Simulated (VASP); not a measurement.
# Ni (Im-3m) in VASP: a series of runs, part 2 of 2

VASP 6.6.1.

## Step 3: Single point, PBEsol, collinear spin, ferromagnetic start

This run uses another cell than the first one, of 11.02 Å³/atom.

Contents of INCAR:

```
SYSTEM = Ni
  ALGO = Normal
  EDIFF = 1E-7
  ENCUT = 520
  GGA = PS
  ISIF = 2
  ISMEAR = 0
  ISPIN = 2
  LASPH = .True.
  LCHARG = .True.
  LELF = .True.
  LMAXMIX = 4
  LORBIT = 11
  LREAL = .False.
  LVHAR = .True.
  LWAVE = .False.
  MAGMOM = 2
  NBANDS = 15
  NELM = 150
  PREC = Accurate
  SIGMA = 0.01
```

Contents of KPOINTS:

```
k-points
0
Gamma
  14 14 14
  0 0 0
```

Contents of POSCAR:

```
Ni
1.0
   -1.4019289303      1.4019289303      1.4019289303
    1.4019289303     -1.4019289303      1.4019289303
    1.4019289303      1.4019289303     -1.4019289303
Ni
1
Direct
    0.0000000000      0.0000000000      0.0000000000
```

Potentials or basis: VASP PAW PBE potentials, release 64 (Ni).

Started as:

```console
$ cat potpaw_PBE.64/Ni/POTCAR > POTCAR
$ mpirun -np 1 vasp_std > vasp.out
```

OUTCAR:

```text
SYSTEM = Ni
   EDIFF = 1E-7
   ENCUT = 520
   GGA = PS
   ISIF = 2
   ISMEAR = 0
   ISPIN = 2
   LASPH = .True.
   LORBIT = 11
   LREAL = .False.
   NELM = 150
   PREC = Accurate

 ion  position               nearest neighbor table
   1  0.000  0.000  0.000-

  LATTYP: Found a body centered cubic cell.
 ALAT       =     2.8038578606

  Lattice vectors:

 A1 = (  -1.4019289303,   1.4019289303,   1.4019289303)
 A2 = (   1.4019289303,  -1.4019289303,   1.4019289303)
 A3 = (   1.4019289303,   1.4019289303,  -1.4019289303)

Analysis of symmetry for initial positions (statically):
=====================================================================
 Subroutine PRICEL returns:
 Original cell was already a primitive cell.

 Routine SETGRP: Setting up the symmetry group for a
 body centered cubic supercell.

 Subroutine GETGRP returns: Found 48 space group operations
 (whereof 48 operations were pure point group operations)
 out of a pool of 48 trial point group operations.

The static configuration has the point symmetry O_h .

Analysis of symmetry for dynamics (positions and initial velocities):
=====================================================================
 Subroutine PRICEL returns:
 Original cell was already a primitive cell.

 Routine SETGRP: Setting up the symmetry group for a
 body centered cubic supercell.

 Subroutine GETGRP returns: Found 48 space group operations
 (whereof 48 operations were pure point group operations)
 out of a pool of 48 trial point group operations.

The dynamic configuration has the point symmetry O_h .

Analysis of structural, dynamic, and magnetic symmetry:
=====================================================================
 Subroutine PRICEL returns:
 Original cell was already a primitive cell.

 Routine SETGRP: Setting up the symmetry group for a
 body centered cubic supercell.

[... 163 lines left out ...]
      1       0.0391      1.00000
      2       6.6400      1.00000
      3       6.6400      1.00000
      4       6.6400      1.00000
      5       8.0530      1.00000
      6       8.0530      1.00000
      7      35.1789      0.00000
      8      35.1789      0.00000
      9      35.1789      0.00000
     10      39.9807      0.00000
     11      39.9807      0.00000
     12      40.8165      0.00000
     13      40.8165      0.00000
     14      40.8165      0.00000
[... 403 lines left out ...]
      4       8.0474      1.00000
      5       8.1948      1.00000
      6      14.0487      0.00000
      7      15.7513      0.00000
      8      18.0749      0.00000
      9      27.7590      0.00000
     10      37.3355      0.00000
     11      39.0130      0.00000
     12      45.0020      0.00000
     13      48.9476      0.00000
     14      52.8948      0.00000
     15      53.8155      0.00000

 [... further k-points ...]

 spin component 2

 k-point     1 :       0.0000    0.0000    0.0000
  band No.  band energies     occupation
      1       0.0376      1.00000
      2       7.2740      1.00000
      3       7.2740      1.00000
      4       7.2740      1.00000
      5       8.5122      1.00000
      6       8.5122      1.00000
      7      35.1033      0.00000
      8      35.1033      0.00000
      9      35.1033      0.00000
     10      39.9316      0.00000
     11      39.9316      0.00000
     12      40.9774      0.00000
     13      40.9774      0.00000
     14      40.9774      0.00000
[... 403 lines left out ...]
      4       8.5926      1.00000
      5       8.7497      1.00000
      6      14.2861      0.00000
      7      15.9884      0.00000
      8      18.2522      0.00000
      9      27.8429      0.00000
     10      37.3369      0.00000
     11      39.0036      0.00000
     12      45.1627      0.00000
     13      49.0444      0.00000
     14      53.1100      0.00000
     15      53.8449      0.00000

 [... further k-points ...]

------------------------ aborting loop because EDIFF is reached ----------------------------------------

  FORCE on cell =-STRESS in cart. coord.  units (eV):
  Direction    XX          YY          ZZ          XY          YZ          ZX
  --------------------------------------------------------------------------------------
  -------------------------------------------------------------------------------------
  Total       -0.7107135     -0.7107135     -0.7107135     -0.0000000      0.0000000     -0.0000000
  in kB     -103.3159038   -103.3159038   -103.3159038     -0.0000000      0.0000000     -0.0000000
  external PRESSURE =    -103.3159038 kB  Pullay stress =       0.0000000 kB

 VOLUME and BASIS-vectors are now :
 -----------------------------------------------------------------------------
  energy-cutoff  :      520.00
  volume of cell :       11.02
      direct lattice vectors                 reciprocal lattice vectors
    -1.401928930  1.401928930  1.401928930     0.000000000  0.356651460  0.356651460
     1.401928930 -1.401928930  1.401928930     0.356651460  0.000000000  0.356651460
     1.401928930  1.401928930 -1.401928930     0.356651460  0.356651460  0.000000000

 POSITION                                       TOTAL-FORCE (eV/Angst)
 -----------------------------------------------------------------------------------
      0.00000      0.00000      0.00000         0.000000     -0.000000      0.000000
 -----------------------------------------------------------------------------------
    total drift:                                0.000000      0.000000      0.000000

  FREE ENERGIE OF THE ION-ELECTRON SYSTEM (eV)
  ---------------------------------------------------
  free  energy   TOTEN  =        -6.0186519819 eV

  energy  without entropy=       -6.0186028824  energy(sigma->0) =       -6.01862743

 total charge

# of ion       s       p       d       tot
------------------------------------------
    1        0.488   0.480   8.327   9.296

 magnetization (x)

# of ion       s       p       d       tot
------------------------------------------
    1       -0.005  -0.016   0.555   0.534
```

Wall time 42 s (1 thread of Intel Xeon 8259CL, shared host); peak memory 0.14 GiB.

What came out:

```
Free energy                                           : -6.0187 eV
Pressure                                              : -10.3 GPa
Net moment                                            : 0.53 μB per cell
Site moments                                          : Ni +0.53 μB
Valence electrons inside the program's atomic spheres : Ni 9.30
```

Caveat: the cell stands under tension; the PAW data sets were made with another functional, which shifts forces and pressure a little.

## Step 4: Single point, PBEsol, collinear spin, ferromagnetic start

This run uses another cell than the first one, of 11.45 Å³/atom.

Contents of INCAR:

```
SYSTEM = Ni
PREC = Accurate ; ENCUT = 520
EDIFF = 1E-7 ; ISMEAR = 0
SIGMA = 0.01 ; LREAL = .False.
LASPH = .True. ; NELM = 150
ALGO = Normal ; ISIF = 2
LWAVE = .False. ; LCHARG = .True.
ISPIN = 2 ; MAGMOM = 2
LORBIT = 11 ; LMAXMIX = 4
GGA = PS ; LELF = .True.
LVHAR = .True. ; NBANDS = 15
```

Contents of KPOINTS:

```
Automatic mesh
0
Gamma
  14 14 14
  0 0 0
```

Contents of POSCAR:

```
Ni
1.0
   -1.4196767502      1.4196767502      1.4196767502
    1.4196767502     -1.4196767502      1.4196767502
    1.4196767502      1.4196767502     -1.4196767502
Ni
1
Direct
    0.0000000000      0.0000000000      0.0000000000
```

Potentials or basis: VASP PAW PBE potentials, release 64 (Ni).

Started as:

```console
$ cat potpaw_PBE.64/Ni/POTCAR > POTCAR
$ mpirun -np 1 vasp_std > vasp.out
```

OUTCAR:

```text
SYSTEM = Ni
   PREC = Accurate
   ENCUT = 520
   EDIFF = 1E-7
   ISMEAR = 0
   LREAL = .False.
   LASPH = .True.
   NELM = 150
   ISIF = 2
   ISPIN = 2
   LORBIT = 11
   GGA = PS

 ion  position               nearest neighbor table
   1  0.000  0.000  0.000-

  LATTYP: Found a body centered cubic cell.
 ALAT       =     2.8393535004

  Lattice vectors:

 A1 = (  -1.4196767502,   1.4196767502,   1.4196767502)
 A2 = (   1.4196767502,  -1.4196767502,   1.4196767502)
 A3 = (   1.4196767502,   1.4196767502,  -1.4196767502)
[... 1073 lines left out ...]
  -------------------------------------------------------------------------------------
  Total       -1.1555263     -1.1555263     -1.1555263      0.0000000      0.0000000      0.0000000
  in kB     -161.7566070   -161.7566070   -161.7566070      0.0000000      0.0000000      0.0000000
  external PRESSURE =    -161.7566070 kB  Pullay stress =       0.0000000 kB

 VOLUME and BASIS-vectors are now :
 -----------------------------------------------------------------------------
  energy-cutoff  :      520.00
  volume of cell :       11.45
      direct lattice vectors                 reciprocal lattice vectors
    -1.419676750  1.419676750  1.419676750     0.000000000  0.352192849  0.352192849
     1.419676750 -1.419676750  1.419676750     0.352192849  0.000000000  0.352192849
     1.419676750  1.419676750 -1.419676750     0.352192849  0.352192849  0.000000000

 POSITION                                       TOTAL-FORCE (eV/Angst)
 -----------------------------------------------------------------------------------
      0.00000      0.00000      0.00000         0.000000      0.000000     -0.000000
 -----------------------------------------------------------------------------------
    total drift:                                0.000000      0.000000      0.000000

  FREE ENERGIE OF THE ION-ELECTRON SYSTEM (eV)
  ---------------------------------------------------
  free  energy   TOTEN  =        -5.9832667317 eV

  energy  without entropy=       -5.9832176716  energy(sigma->0) =       -5.98324220

 total charge

# of ion       s       p       d       tot
------------------------------------------
    1        0.473   0.449   8.312   9.233

 magnetization (x)

# of ion       s       p       d       tot
------------------------------------------
    1       -0.005  -0.016   0.559   0.537
```

Run time: 40 s. Hardware: 1 thread of Intel Xeon 8259CL, shared host; peak memory 0.14 GiB.

What came out:

| Item | Value |
| --- | --- |
| Free energy | -5.9833 eV |
| Pressure | -16.2 GPa |
| Net moment | 0.53 μB per cell |
| Site moments | Ni +0.54 μB |
| Valence electrons inside the program's atomic spheres | Ni 9.23 |

Levels at points of the mesh, in eV from the Fermi level:
Spin up:
| k point | band 3 | band 4 | band 5 | band 6 | band 7 | band 8 |
| --- | --- | --- | --- | --- | --- | --- |
| (0.00, 0.00, 0.00) | -2.17 | -2.17 | -0.82 | -0.82 | 25.89 | 25.89 |
| (0.50, 0.00, 0.00) | -0.91 | -0.68 | -0.08 | 0.29 | 6.08 | 18.61 |
| (0.50, 0.50, 0.50) | -0.29 | -0.29 | -0.29 | 9.41 | 9.41 | 9.41 |
Spin down:
```tsv
k point	band 3	band 4	band 5	band 6	band 7	band 8
(0.00, 0.00, 0.00)	-1.53	-1.53	-0.36	-0.36	25.81	25.81
(0.50, 0.00, 0.00)	-0.38	-0.21	0.27	0.64	6.41	18.56
(0.50, 0.50, 0.50)	0.43	0.43	0.43	9.44	9.44	9.44
```

Caveat: the cell stands under tension; the PAW data sets were made with another functional, which shifts forces and pressure a little.

## Step 5: The runs side by side

| cell | gap on the mesh (eV) | pressure (GPa) | moment (μB) |
| --- | --- | --- | --- |
| a = 2.397 Å, angles 109.5°, 1 atom | none | -2.9 | 0.53 |
| a = 2.428 Å, angles 109.5°, 1 atom | none | -10.3 | 0.53 |
| a = 2.459 Å, angles 109.5°, 1 atom | none | -16.2 | 0.53 |

Alike in all rows: task single point; level PBEsol; potentials or basis VASP PAW PBE potentials, release 64 (Ni); spin collinear, ferromagnetic start; k mesh 14 × 14 × 14; cutoff (eV) 520; smearing gaussian 0.01 eV.

Caveats: the PAW data sets were made with another functional, which shifts forces and pressure a little; the cell stands under tension (at least some runs).

Absolute energies hang on the potentials; compare differences alone.
